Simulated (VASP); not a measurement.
# Sr (P6_3/mmc) in VASP: a series of runs

The runs below take Sr through electric field gradients, with PBE, PBEsol.

Program: VASP 6.6.1. These are calculated values, not measurements. Logs are shortened: lines on timing, memory, paths and dates and some standing lists are left out, and cuts for length are marked.

## Step 1: The cell of the first run

It takes space group P6_3/mmc (No. 194, hexagonal). Conventional cell: a = 4.367 Å, b = 4.367 Å, c = 7.143 Å, α = 90.00°, β = 90.00°, γ = 120.00°. Within 5.7 Å of Sr (site symmetry -6m2) lie 12 Sr at 4.37 Å.

## Step 2: Electric field gradients, PBE (volume scaled by 1.04)

INCAR reads:

```
ALGO = Normal
EDIFF = 1E-8
ENCUT = 520
GGA = PE
ISIF = 2
ISMEAR = -1
LASPH = T
LCHARG = F
LEFG = T
LREAL = F
LWAVE = F
NBANDS = 17
NELM = 100
PREC = Accurate
SIGMA = 0.08
```

KPOINTS reads:

```
k-points
0
Gamma
  10 10 5
```

POSCAR reads:

```
Sr
1.0
    4.3667172541      0.0000000000      0.0000000000
   -2.1833586271      3.7816880731      0.0000000000
    0.0000000000      0.0000000000      7.1427737969
Sr
2
Direct
    0.3333333333      0.6666666667      0.2500000000
    0.6666666667      0.3333333333      0.7500000000
```

Potentials or basis: VASP PAW PBE potentials, release 64 (Sr_sv).

Command:

```sh
$ cat potpaw_PBE.64/Sr_sv/POTCAR > POTCAR
$ mpirun -np 1 vasp_std > vasp.out
```

OUTCAR:

```text
EDIFF = 1E-8
   ENCUT = 520
   GGA = PE
   ISIF = 2
   ISMEAR = -1
   LASPH = T
   LREAL = F
   NELM = 100
   PREC = Accurate

 ion  position               nearest neighbor table
   1  0.333  0.667  0.250-   2 4.37   2 4.37   2 4.37   2 4.37   2 4.37   2 4.37
   2  0.667  0.333  0.750-   1 4.37   1 4.37   1 4.37   1 4.37   1 4.37   1 4.37

  LATTYP: Found a hexagonal cell.
 ALAT       =     4.3667172541
 C/A-ratio  =     1.6357307747

  Lattice vectors:

 A1 = (   4.3667172541,   0.0000000000,   0.0000000000)
 A2 = (  -2.1833586271,   3.7816880731,   0.0000000000)
 A3 = (   0.0000000000,   0.0000000000,   7.1427737969)

Analysis of symmetry for initial positions (statically):
=====================================================================
 Subroutine PRICEL returns:
 Original cell was already a primitive cell.

 Routine SETGRP: Setting up the symmetry group for a
 hexagonal supercell.

 Subroutine GETGRP returns: Found 24 space group operations
 (whereof 12 operations were pure point group operations)
 out of a pool of 24 trial point group operations.

The static configuration has the point symmetry D_3d.
 The point group associated with its full space group is D_6h.

Analysis of symmetry for dynamics (positions and initial velocities):
=====================================================================
 Subroutine PRICEL returns:
 Original cell was already a primitive cell.

 Routine SETGRP: Setting up the symmetry group for a
 hexagonal supercell.

 Subroutine GETGRP returns: Found 24 space group operations
 (whereof 12 operations were pure point group operations)
 out of a pool of 24 trial point group operations.

The dynamic configuration has the point symmetry D_3d.
 The point group associated with its full space group is D_6h.

 Subroutine INISYM returns: Found 24 space group operations
 (whereof 12 operations are pure point group operations),
 and found     1 'primitive' translations

----------------------------------------------------------------------------------------

                                     Primitive cell

  volume of cell :     117.9526

  direct lattice vectors                    reciprocal lattice vectors
[... 124 lines left out ...]
 number of electron      20.0000000 magnetization

 Free energy of the ion-electron system (eV)
  ---------------------------------------------------
  ext. energy  EPLUGINS =         0.00000000
  ---------------------------------------------------
  free energy    TOTEN  =        -3.28069107 eV

  energy without entropy =       -3.22001541  energy(sigma->0) =       -3.25035324

 E-fermi :   1.3540     XC(G=0):  -7.1421

 val. band max:        1.3419753594   @ k =   0.3000   0.3000   0.0000
 cond. band min:       1.3553939782   @ k =   0.2000   0.1000   0.0000
 fundamental gap:      0.0134186188
 Fermi energy:         1.3540152681

 k-point     1 :       0.0000    0.0000    0.0000
  band No.  band energies     occupation
      1     -35.4007      2.00000
      2     -35.3909      2.00000
      3     -17.4459      2.00000
      4     -17.3210      2.00000
      5     -17.3210      2.00000
      6     -17.3000      2.00000
[... 457 lines left out ...]
      4     -17.4180      2.00000
      5     -17.3700      2.00000
      6     -17.3546      2.00000
[... 9 lines left out ...]
     16       4.9681      0.00000
     17       5.2638      0.00000

 [... further k-points ...]

------------------------ aborting loop because EDIFF is reached ----------------------------------------

  FORCE on cell =-STRESS in cart. coord.  units (eV):
  Direction    XX          YY          ZZ          XY          YZ          ZX
  --------------------------------------------------------------------------------------
  -------------------------------------------------------------------------------------
  Total       -0.5233297     -0.5233297     -0.4411455      0.0000000      0.0000000      0.0000000
  in kB       -7.1085057     -7.1085057     -5.9921785      0.0000000      0.0000000      0.0000000
  external PRESSURE =      -6.7363966 kB  Pullay stress =       0.0000000 kB

 VOLUME and BASIS-vectors are now :
 -----------------------------------------------------------------------------
  energy-cutoff  :      520.00
  volume of cell :      117.95
      direct lattice vectors                 reciprocal lattice vectors
     4.366717254  0.000000000  0.000000000     0.229004981  0.132216087  0.000000000
    -2.183358627  3.781688073  0.000000000     0.000000000  0.264432174  0.000000000
     0.000000000  0.000000000  7.142773797     0.000000000  0.000000000  0.140001634

 POSITION                                       TOTAL-FORCE (eV/Angst)
 -----------------------------------------------------------------------------------
     -0.00000      2.52113      1.78569         0.000000     -0.000000      0.000000
      2.18336      1.26056      5.35708        -0.000000      0.000000      0.000000
 -----------------------------------------------------------------------------------
    total drift:                                0.000000     -0.000000      0.000000

  FREE ENERGIE OF THE ION-ELECTRON SYSTEM (eV)
  ---------------------------------------------------
  free  energy   TOTEN  =        -3.2806910698 eV

  energy  without entropy=       -3.2200154085  energy(sigma->0) =       -3.25035324

 Electric field gradients (V/A^2)
---------------------------------------------------------------------
 ion       V_xx      V_yy      V_zz      V_xy      V_xz      V_yz
---------------------------------------------------------------------
   1       2.317     2.317    -4.633    -0.000    -0.000    -0.000
   2       2.317     2.317    -4.633    -0.000     0.000    -0.000
---------------------------------------------------------------------

 Electric field gradients after diagonalization (V/A^2)
 (convention: |V_zz| > |V_xx| > |V_yy|)
----------------------------------------------------------------------
 ion       V_xx      V_yy      V_zz     asymmetry (V_yy - V_xx)/ V_zz
----------------------------------------------------------------------
   1       2.317     2.317    -4.633       0.000
   2       2.317     2.317    -4.633       0.000
----------------------------------------------------------------------

           NMR quadrupolar parameters

 Cq : quadrupolar parameter    Cq=e*Q*V_zz/h
 eta: asymmetry parameters     (V_yy - V_xx)/ V_zz
 Q  : nuclear electric quadrupole moment in mb (millibarn)
----------------------------------------------------------------------
 ion       Cq(MHz)       eta       Q (mb)
----------------------------------------------------------------------
   1      -0.011       0.000       1.000
   2      -0.011       0.000       1.000
----------------------------------------------------------------------
```

OSZICAR:

```text
N       E                     dE             d eps       ncg     rms          rms(c)
DAV:   1     0.110295595661E+03    0.11030E+03   -0.93305E+03  1428   0.978E+02
DAV:   2     0.545957540955E+01   -0.10484E+03   -0.10317E+03  1833   0.227E+02
DAV:   3    -0.304381344284E+01   -0.85034E+01   -0.84726E+01  2511   0.469E+01
DAV:   4    -0.326640826947E+01   -0.22259E+00   -0.22225E+00  2047   0.683E+00
DAV:   5    -0.327131107871E+01   -0.49028E-02   -0.49025E-02  2283   0.781E-01    0.153E+01
DAV:   6    -0.327667537131E+01   -0.53643E-02   -0.14521E-02  1974   0.123E+00    0.859E+00
DAV:   7    -0.328049294662E+01   -0.38176E-02   -0.24622E-02  1685   0.160E+00    0.445E-01
DAV:   8    -0.328059867031E+01   -0.10572E-03   -0.34298E-03  2323   0.296E-01    0.148E-01
DAV:   9    -0.328065725473E+01   -0.58584E-04   -0.13393E-04  2014   0.642E-02    0.457E-02
DAV:  10    -0.328069270282E+01   -0.35448E-04   -0.18860E-05  1924   0.331E-02    0.221E-02
DAV:  11    -0.328069171384E+01    0.98898E-06   -0.88621E-07  2331   0.633E-03    0.415E-03
DAV:  12    -0.328069063365E+01    0.10802E-05   -0.50567E-07  1941   0.448E-03    0.178E-03
DAV:  13    -0.328069106017E+01   -0.42652E-06   -0.38174E-08  1981   0.134E-03    0.302E-04
DAV:  14    -0.328069106982E+01   -0.96509E-08   -0.16822E-09  1418   0.252E-04
   1 F= -.32806911E+01 E0= -.32503532E+01  d E =-.606757E-01
```

stdout:

```text
POSCAR found type information on POSCAR Sr
 POSCAR found :  1 types and       2 ions
 scaLAPACK will be used
 LDA part: xc-table for (Slater+PW92), standard interpolation
 POSCAR, INCAR and KPOINTS ok, starting setup
 FFT: planning ... GRIDC
 FFT: planning ... GRID_SOFT
 FFT: planning ... GRID
 WAVECAR not read
 entering main loop
ion   1

ion   2
```

Run time: 62 s. Hardware: 1 thread of Intel Xeon 6975P-C, shared host; peak memory 0.26 GiB.

What came out:

* Free energy: -3.2807 eV
* Pressure: -0.7 GPa
* Band gap on the k mesh: zero (band 10 reaches 1.47 eV, above the bottom of band 11 at 1.33 eV)

Electric field gradients, principal values (V/Å²):
```tsv
atom	least	middle	greatest (by size)
1 Sr	2.317	2.317	-4.633
2 Sr	2.317	2.317	-4.633
```

Caveat: without QUAD_EFG the Cq values of the log hold for a quadrupole moment of 1 mb, not for the nuclei.

[end of part 1 of 2]
